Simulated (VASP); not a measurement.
## SnTe: single point with PBE

SnTe:

```
Te Sn
1.0
     0.00000    3.15085    3.15085
     3.15085    0.00000    3.15085
     3.15085    3.15085    0.00000
Te Sn
1 1
Direct
  0.50000 0.50000 0.50000
  0.00000 0.00000 0.00000
```

```
Program             : VASP 6.6.1
Task                : single point
Functional          : PBE
Potentials or basis : VASP PAW PBE potentials, release 64 (Te, Sn_d)
Cutoff              : 520 eV
k mesh              : 5 × 5 × 5
Occupations         : fermi-dirac, width 0.06 eV
Spin                : no spin polarisation
```

* Pressure: 2.2 GPa

Levels at points of the mesh, in eV from the Fermi level:
```
           k point  band 6  band 7  band 8  band 9  band 10  band 11  band 12  band 13  band 14  band 15
(0.00, 0.00, 0.00)  -12.91   -4.78   -2.25   -2.25    -2.25     3.25     3.25     3.25     4.65     4.65
```

Run time: 26 s on 1 thread of Intel Xeon 8259CL, on a shared host, peak memory 0.2 GiB.

Caveat: this odd mesh misses L, so gap, dielectric constants and Born charges aren't listed; spin-orbit coupling is left out, which moves the levels of the heavy elements.
